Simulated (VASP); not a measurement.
# P (P6/mmm) in VASP: a series of runs

The runs below take P through relaxation of shape and atoms at fixed volume, relaxation of cell and atoms, with PBE.

Everything below comes from runs of VASP 6.6.1. Logs are shortened: lines on timing, memory, paths and dates and some standing lists are left out, and cuts for length are marked.

**1. The cell of the first run**

The structure is hexagonal, space group P6/mmm (No. 191). Conventional cell: a = 2.555 Å, b = 2.555 Å, c = 2.399 Å, α = 90.00°, β = 90.00°, γ = 120.00°. Within 3.2 Å of P (site symmetry 6/mmm) lie 8 P at 2.40 to 2.55 Å.

**2. Relaxation of shape and atoms at fixed volume, PBE**

INCAR reads:

```
SYSTEM = P
  PREC = Accurate
  ENCUT = 600
  EDIFF = 1E-6
  ISMEAR = -1
  SIGMA = 0.05
  LREAL = .False.
  LASPH = .True.
  NELM = 100
  ALGO = Normal
  ISIF = 4
  LWAVE = .False.
  LCHARG = .False.
  GGA = PE
  IBRION = 2
  NSW = 50
  EDIFFG = -0.005
```

KPOINTS reads:

```
Automatic mesh
0
Gamma
  18 18 17
  0 0 0
```

POSCAR reads:

```
P
1.0
    2.5546445521      0.0000000000      0.0000000000
   -1.2773222760      2.2123870798      0.0000000000
    0.0000000000      0.0000000000      2.3990688112
P
1
Direct
    0.0000000000      0.0000000000      0.0000000000
```

Potentials or basis: VASP PAW PBE potentials, release 64 (P).

Command:

```console
> cat potpaw_PBE.64/P/POTCAR > POTCAR
> mpirun -np 1 vasp_std > vasp.out
```

OUTCAR:

```text
SYSTEM = P
   PREC = Accurate
   ENCUT = 600
   EDIFF = 1E-6
   ISMEAR = -1
   LREAL = .False.
   LASPH = .True.
   NELM = 100
   ISIF = 4
   GGA = PE
   IBRION = 2
   NSW = 50
   EDIFFG = -0.005

 ion  position               nearest neighbor table
   1  0.000  0.000  0.000-

  LATTYP: Found a hexagonal cell.
 ALAT       =     2.5546445521
 C/A-ratio  =     0.9391008269

  Lattice vectors:

 A1 = (   2.5546445521,   0.0000000000,   0.0000000000)
 A2 = (  -1.2773222760,   2.2123870798,   0.0000000000)
 A3 = (   0.0000000000,   0.0000000000,   2.3990688112)

Analysis of symmetry for initial positions (statically):
=====================================================================
 Subroutine PRICEL returns:
 Original cell was already a primitive cell.

 Routine SETGRP: Setting up the symmetry group for a
 hexagonal supercell.

 Subroutine GETGRP returns: Found 24 space group operations
 (whereof 24 operations were pure point group operations)
 out of a pool of 24 trial point group operations.

The static configuration has the point symmetry D_6h.

Analysis of symmetry for dynamics (positions and initial velocities):
=====================================================================
 Subroutine PRICEL returns:
 Original cell was already a primitive cell.

 Routine SETGRP: Setting up the symmetry group for a
 hexagonal supercell.

 Subroutine GETGRP returns: Found 24 space group operations
 (whereof 24 operations were pure point group operations)
 out of a pool of 24 trial point group operations.

The dynamic configuration has the point symmetry D_6h.

 Subroutine INISYM returns: Found 24 space group operations
 (whereof 24 operations are pure point group operations),
 and found     1 'primitive' translations

----------------------------------------------------------------------------------------

                                     Primitive cell

  volume of cell :      13.5592

  direct lattice vectors                    reciprocal lattice vectors
     2.554644552  0.000000000  0.000000000     0.391443890  0.226000235  0.000000000
    -1.277322276  2.212387080  0.000000000     0.000000000  0.452000470  0.000000000
     0.000000000  0.000000000  2.399068811     0.000000000  0.000000000  0.416828394

  length of vectors
     2.554644552  2.554644552  2.399068811     0.452000470  0.452000470  0.416828394

  position of ions in fractional coordinates (direct lattice)
     0.000000000  0.000000000  0.000000000

  ion indices of the primitive-cell ions
   primitive index   ion index
                 1           1

----------------------------------------------------------------------------------------

 KPOINTS: Automatic mesh

Automatic generation of k-mesh.
 Grid dimensions read from file:
 generate k-points for:   18   18   17

 Generating k-lattice:

  Cartesian coordinates                     Fractional coordinates (reciprocal lattice)
     0.021746883  0.012555569  0.000000000     0.055555556  0.000000000  0.000000000
     0.000000000  0.025111137  0.000000000     0.000000000  0.055555556  0.000000000
     0.000000000  0.000000000  0.024519317     0.000000000  0.000000000  0.058823529

  Length of vectors
     0.025111137  0.025111137  0.024519317

  Shift w.r.t. Gamma in fractional coordinates (k-lattice)
     0.000000000  0.000000000  0.000000000

[... 43 lines left out ...]
   ICHARG =      2    charge: 1-file 2-atom 10-const
   ISPIN  =      1    spin polarized calculation?
   LNONCOLLINEAR =      F non collinear calculations
   LSORBIT =      F    spin-orbit coupling
   LASPH  =      T    aspherical Exc in radial PAW
   ENCUT  =  600.0 eV  44.10 Ry    6.64 a.u.   5.10  5.10  4.79*2*pi/ulx,y,z
   NELM   =    100;   NELMIN=  2; NELMDL= -5     # of ELM steps
   EDIFF  = 0.1E-05   stopping-criterion for ELM
   LREAL  =      F    real-space projection
   EDIFFG = -.5E-02   stopping-criterion for IOM
   NSW    =     50    number of steps for IOM
   IBRION =      2    ionic relax: 0-MD 1-quasi-New 2-CG
   NFREE  =      1    steps in history (QN), initial steepest desc. (CG)
   ISIF   =      4    stress and relaxation
   ISYM   =      2    0-nonsym 1-usesym 2-fastsym
   POTIM  = 0.5000    time-step for ionic-motion
   TEBEG  =    0.0;   TEEND  =   0.0 temperature during run
   PSTRESS=    0.0 pullay stress
   NELECT =       5.0000    total number of electrons
   NUPDOWN=      -1.0000    fix difference up-down
   EMIN   =  10.00;   EMAX   =-10.00  energy-range for DOS
   EFERMI =   0.00;   METHOD = LEGACY
   ISMEAR =    -1;   SIGMA  =   0.05  broadening in eV -4-tet -1-fermi 0-gaus
   EFERMI_NEDOS =   21; number of points for ismear=-14 and -15
   IALGO  =     38    algorithm
   IMIX   =      4    mixing-type and parameters
     AMIX     =   0.40;   BMIX     =  1.00
     AMIX_MAG =   1.60;   BMIX_MAG =  1.00
  volume/ion in A,a.u.               =      13.56        91.50
  Fermi-wavevector in a.u.,A,eV,Ry     =   1.173960  2.218463 18.751314  1.378183
  Thomas-Fermi vector in A             =   2.310365
   LORBIT       =      0    0 simple, 1 ext, 2 COOP (PROOUT), +10 PAW based schemes
   GGA     = PE    functional components
   LHFCALC =     F    Hartree Fock is set to
   AEXX    =    0.0000 exact exchange contribution
   IVDW    =     0    specifies the selected vdW correction
   LEPSILON=     F    determine dielectric tensor
   LRPA    =     F    only Hartree local field effects (RPA)
 conjugate gradient relaxation of ions
 non-spin polarized calculation
  energy-cutoff  :      600.00
  volume of cell :       13.56
 maximum number of plane-waves:       466
   NGX = 11   NGY = 11   NGZ =  9

--------------------------------------- Ionic step        1  -------------------------------------------

 number of electron       4.9999999 magnetization

 Free energy of the ion-electron system (eV)
  ---------------------------------------------------
  ext. energy  EPLUGINS =         0.00000000
  ---------------------------------------------------
  free energy    TOTEN  =        -4.89614055 eV

  energy without entropy =       -4.89307887  energy(sigma->0) =       -4.89460971

------------------------ aborting loop because EDIFF is reached ----------------------------------------

  FORCE on cell =-STRESS in cart. coord.  units (eV):
  Direction    XX          YY          ZZ          XY          YZ          ZX
  --------------------------------------------------------------------------------------
  -------------------------------------------------------------------------------------
  Total        0.8045550      0.8045550      0.7900613      0.0000000      0.0000000     -0.0000000
  in kB       95.0674935     95.0674935     93.3548893      0.0000000      0.0000000     -0.0000000
  external PRESSURE =      94.4966255 kB  Pullay stress =       0.0000000 kB

 VOLUME and BASIS-vectors are now :
 -----------------------------------------------------------------------------
  energy-cutoff  :      600.00
  volume of cell :       13.56
      direct lattice vectors                 reciprocal lattice vectors
     2.554644552  0.000000000  0.000000000     0.391443890  0.226000235  0.000000000
    -1.277322276  2.212387080  0.000000000     0.000000000  0.452000470  0.000000000
     0.000000000  0.000000000  2.399068811     0.000000000  0.000000000  0.416828394

 POSITION                                       TOTAL-FORCE (eV/Angst)
 -----------------------------------------------------------------------------------
      0.00000      0.00000      0.00000        -0.000000      0.000000      0.000000
 -----------------------------------------------------------------------------------
    total drift:                               -0.000000     -0.000000      0.000000

  FREE ENERGIE OF THE ION-ELECTRON SYSTEM (eV)
  ---------------------------------------------------
  free  energy   TOTEN  =        -4.8961405519 eV

  energy  without entropy=       -4.8930788714  energy(sigma->0) =       -4.89460971

--------------------------------------- Ionic step        2  -------------------------------------------

 number of electron       4.9999999 magnetization

 Free energy of the ion-electron system (eV)
  ---------------------------------------------------
  ext. energy  EPLUGINS =         0.00000000
  ---------------------------------------------------
  free energy    TOTEN  =        -4.89614331 eV

  energy without entropy =       -4.89308821  energy(sigma->0) =       -4.89461576

 E-fermi :  10.8657     XC(G=0): -11.6874

 val. band max:       10.8630221713   @ k =   0.4444   0.0556   0.2941
 cond. band min:      10.8688631349   @ k =   0.2778   0.0556   0.2353
 fundamental gap:      0.0058409635
 Fermi energy:        10.8657432723

 k-point     1 :       0.0000    0.0000    0.0000
  band No.  band energies     occupation
      1      -6.4326      2.00000
      2      16.0326      0.00000
      3      17.5573      0.00000
      4      17.5905      0.00000
      5      17.5905      0.00000
      6      22.5481      0.00000
[... 199 lines left out ...]
 k-point    24 :       0.3889    0.1111    0.0000
  band No.  band energies     occupation
      1      -0.8694      2.00000
      2       3.0278      2.00000
      3      10.4441      1.99956
      4      19.5155      0.00000
      5      19.8256      0.00000
      6      25.7601      0.00000

 [... further k-points ...]

------------------------ aborting loop because EDIFF is reached ----------------------------------------

  FORCE on cell =-STRESS in cart. coord.  units (eV):
  Direction    XX          YY          ZZ          XY          YZ          ZX
  --------------------------------------------------------------------------------------
  -------------------------------------------------------------------------------------
  Total        0.7987151      0.7987151      0.8017039      0.0000000     -0.0000000      0.0000000
  in kB       94.3774396     94.3774396     94.7305963      0.0000000     -0.0000000      0.0000000
  external PRESSURE =      94.4951585 kB  Pullay stress =       0.0000000 kB

 VOLUME and BASIS-vectors are now :
 -----------------------------------------------------------------------------
  energy-cutoff  :      600.00
  volume of cell :       13.56
      direct lattice vectors                 reciprocal lattice vectors
     2.555240108  0.000000000 -0.000000000     0.391352655  0.225947561 -0.000000000
    -1.277620054  2.212902846  0.000000000    -0.000000000  0.451895121 -0.000000000
     0.000000000  0.000000000  2.397950629     0.000000000 -0.000000000  0.417022764

 POSITION                                       TOTAL-FORCE (eV/Angst)
 -----------------------------------------------------------------------------------
      2.55524      0.00000     -0.00000         0.000000     -0.000000      0.000000
 -----------------------------------------------------------------------------------
    total drift:                                0.000000      0.000000     -0.000000

  FREE ENERGIE OF THE ION-ELECTRON SYSTEM (eV)
  ---------------------------------------------------
  free  energy   TOTEN  =        -4.8961433121 eV

  energy  without entropy=       -4.8930882110  energy(sigma->0) =       -4.89461576

 reached required accuracy - stopping structural energy minimisation
```

Wall time 15 s (1 thread of Intel Xeon Platinum 8559C (Emerald Rapids), shared host); peak memory 0.14 GiB.

What came out:

```yaml
Free_energy: -4.8961 eV
Energy_gained_by_relaxing: 0.0 meV/atom
Ionic_steps: 2
Pressure_after_relaxing: 9.4 GPa
```

Final structure:
```
CELL_PARAMETERS angstrom
2.55524 0.00000 0.00000
-1.27762 2.21290 0.00000
0.00000 0.00000 2.39795
ATOMIC_POSITIONS crystal
P 0.00000 0.00000 0.00000
```

Levels at points of the mesh, in eV from the Fermi level:
| k point | band 1 | band 2 | band 3 | band 4 | band 5 | band 6 |
| --- | --- | --- | --- | --- | --- | --- |
| (0.00, 0.00, 0.00) | -17.30 | 5.17 | 6.69 | 6.72 | 6.72 | 11.68 |
| (0.50, 0.00, 0.00) | -11.29 | -8.93 | 2.28 | 5.53 | 9.06 | 14.77 |

**3. Relaxation of cell and atoms, PBE**

This run uses another cell than the first one, of 15.60 Å³/atom, 1.151 times its volume.

INCAR reads:

```
PREC = Accurate
ENCUT = 600
EDIFF = 1E-6
ISMEAR = -1
SIGMA = 0.05
LREAL = False
LASPH = True
NELM = 80
ALGO = Normal
ISIF = 3
LWAVE = False
LCHARG = False
GGA = PE
IBRION = 2
NSW = 60
EDIFFG = -0.005
```

KPOINTS reads:

```
Automatic mesh
0
Gamma
  18 18 17
```

POSCAR reads:

```
P
1.0
    2.6760159913      0.0000000000      0.0000000000
   -1.3380079956      2.3174978294      0.0000000000
    0.0000000000      0.0000000000      2.5154550318
P
1
Direct
    0.0000000000      0.0000000000      0.0000000000
```

Potentials or basis: VASP PAW PBE potentials, release 64 (P).

Command:

```console
> cat potpaw_PBE.64/P/POTCAR > POTCAR
> mpirun -np 1 vasp_std > vasp.out
```

OUTCAR:

```text
PREC = Accurate
   ENCUT = 600
   EDIFF = 1E-6
   ISMEAR = -1
   LREAL = False
   LASPH = True
   NELM = 80
   ISIF = 3
   GGA = PE
   IBRION = 2
   NSW = 60
   EDIFFG = -0.005

 ion  position               nearest neighbor table
   1  0.000  0.000  0.000-

  LATTYP: Found a hexagonal cell.
 ALAT       =     2.6760159913
 C/A-ratio  =     0.9400000000

  Lattice vectors:

 A1 = (   2.6760159913,   0.0000000000,   0.0000000000)
 A2 = (  -1.3380079956,   2.3174978294,   0.0000000000)
 A3 = (   0.0000000000,   0.0000000000,   2.5154550318)

Analysis of symmetry for initial positions (statically):
=====================================================================
 Subroutine PRICEL returns:
 Original cell was already a primitive cell.

 Routine SETGRP: Setting up the symmetry group for a
 hexagonal supercell.

 Subroutine GETGRP returns: Found 24 space group operations
 (whereof 24 operations were pure point group operations)
 out of a pool of 24 trial point group operations.

The static configuration has the point symmetry D_6h.

Analysis of symmetry for dynamics (positions and initial velocities):
=====================================================================
 Subroutine PRICEL returns:
 Original cell was already a primitive cell.

 Routine SETGRP: Setting up the symmetry group for a
 hexagonal supercell.

 Subroutine GETGRP returns: Found 24 space group operations
 (whereof 24 operations were pure point group operations)
 out of a pool of 24 trial point group operations.

The dynamic configuration has the point symmetry D_6h.
[... 137 lines left out ...]

 number of electron       5.0000000 magnetization

 Free energy of the ion-electron system (eV)
  ---------------------------------------------------
  ext. energy  EPLUGINS =         0.00000000
  ---------------------------------------------------
  free energy    TOTEN  =        -4.91349703 eV

  energy without entropy =       -4.90994646  energy(sigma->0) =       -4.91172174

------------------------ aborting loop because EDIFF is reached ----------------------------------------

  FORCE on cell =-STRESS in cart. coord.  units (eV):
  Direction    XX          YY          ZZ          XY          YZ          ZX
  --------------------------------------------------------------------------------------
  -------------------------------------------------------------------------------------
  Total       -0.4971478     -0.4971478     -0.4850763     -0.0000000     -0.0000000      0.0000000
  in kB      -51.0589054    -51.0589054    -49.8191147     -0.0000000     -0.0000000      0.0000000
  external PRESSURE =     -50.6456418 kB  Pullay stress =       0.0000000 kB
[... 86 lines left out ...]
  FREE ENERGIE OF THE ION-ELECTRON SYSTEM (eV)
  ---------------------------------------------------
  free  energy   TOTEN  =        -4.9283586306 eV

  energy  without entropy=       -4.9253292565  energy(sigma->0) =       -4.92684394

[... ionic steps 4 to 8 ...]

--------------------------------------- Ionic step        9  -------------------------------------------

 number of electron       5.0000000 magnetization

------------------------ aborting loop because EDIFF is reached ----------------------------------------
[... 65 lines left out ...]
--------------------------------------- Ionic step       11  -------------------------------------------

 number of electron       5.0000000 magnetization

 Free energy of the ion-electron system (eV)
  ---------------------------------------------------
  ext. energy  EPLUGINS =         0.00000000
  ---------------------------------------------------
  free energy    TOTEN  =        -4.92837366 eV

  energy without entropy =       -4.92537410  energy(sigma->0) =       -4.92687388

 E-fermi :   9.6373     XC(G=0): -11.3268

 val. band max:        9.6233616605   @ k =   0.5000  -0.0000   0.2941
 cond. band min:       9.6460626412   @ k =   0.3333   0.1111   0.0588
 fundamental gap:      0.0227009808
 Fermi energy:         9.6372894262

 k-point     1 :       0.0000    0.0000    0.0000
  band No.  band energies     occupation
      1      -6.7624      2.00000
      2      14.3957      0.00000
      3      15.7407      0.00000
      4      15.7407      0.00000
      5      16.4742      0.00000
      6      21.1882      0.00000
[... 199 lines left out ...]
 k-point    24 :       0.3889    0.1111    0.0000
  band No.  band energies     occupation
      1      -1.6380      2.00000
      2       2.3752      2.00000
      3       9.3376      1.99502
      4      17.7655      0.00000
      5      18.1484      0.00000
      6      23.8106      0.00000

 [... further k-points ...]

------------------------ aborting loop because EDIFF is reached ----------------------------------------

  FORCE on cell =-STRESS in cart. coord.  units (eV):
  Direction    XX          YY          ZZ          XY          YZ          ZX
  --------------------------------------------------------------------------------------
  -------------------------------------------------------------------------------------
  Total        0.0033431      0.0033431      0.0027819      0.0000000      0.0000000      0.0000000
  in kB        0.3642543      0.3642543      0.3031051      0.0000000      0.0000000      0.0000000
  external PRESSURE =       0.3438712 kB  Pullay stress =       0.0000000 kB
[... 16 lines left out ...]
  FREE ENERGIE OF THE ION-ELECTRON SYSTEM (eV)
  ---------------------------------------------------
  free  energy   TOTEN  =        -4.9283736604 eV

  energy  without entropy=       -4.9253740988  energy(sigma->0) =       -4.92687388

 reached required accuracy - stopping structural energy minimisation
```

CONTCAR:

```text
P
   1.00000000000000
     2.6247881733269320   -0.0000000000011040    0.0000000000000000
    -1.3123940866153794    2.2731332376553839   -0.0000000000000001
     0.0000000000000000    0.0000000000000000    2.4645573293745842
  P
     1
Direct
     0.0000000000000000    0.0000000000000000    0.0000000000000000

  0.00000000E+00  0.00000000E+00  0.00000000E+00
```

Wall time 50 s (1 thread of Intel Xeon Platinum 8559C (Emerald Rapids), shared host); peak memory 0.15 GiB.

Results:

| Property | Result |
| --- | --- |
| Free energy | -4.9284 eV |
| Relaxed volume | 14.70 Å³/atom |
| Relaxed cell | a = 2.625 Å, b = 2.625 Å, c = 2.465 Å, α = 90.00°, β = 90.00°, γ = 120.00° |
| Space group after relaxing (to 0.05 Å) | P6/mmm (No. 191) |
| Energy gained by relaxing | 14.9 meV/atom |
| Ionic steps | 11 |
| Pressure after relaxing | 0.0 GPa |

Step by step:
```csv
step,energy change (eV),largest force (eV/Å),pressure (GPa),volume (Å³)
1,0.0000,0.0000,-5.06,15.60
2,-0.0140,0.0000,1.39,14.51
3,-0.0149,0.0000,0.00,14.71
4,-0.0149,0.0000,-0.11,14.73
5,-0.0149,0.0000,-0.11,14.73
6,-0.0149,0.0000,-0.11,14.73
7,-0.0149,0.0000,-0.10,14.73
8,-0.0149,0.0000,-0.10,14.73
9,-0.0149,0.0000,-0.11,14.73
10,-0.0149,0.0000,-0.11,14.73
11,-0.0149,0.0000,0.03,14.70
```

Final structure:
```cif
data_structure
_symmetry_space_group_name_H-M 'P 1'
_symmetry_Int_Tables_number 1
_cell_length_a 2.6248
_cell_length_b 2.6248
_cell_length_c 2.4646
_cell_angle_alpha 90.000
_cell_angle_beta 90.000
_cell_angle_gamma 120.000
_cell_volume 14.70
loop_
_atom_site_label
_atom_site_type_symbol
_atom_site_fract_x
_atom_site_fract_y
_atom_site_fract_z
_atom_site_occupancy
P1 P 0.00000 0.00000 0.00000 1
```

Levels at points of the mesh, in eV from the Fermi level:
```tsv
k point	band 1	band 2	band 3	band 4	band 5
(0.00, 0.00, 0.00)	-16.40	4.76	6.10	6.10	6.84
(0.50, 0.00, 0.00)	-10.93	-8.20	2.10	5.69	8.20
```
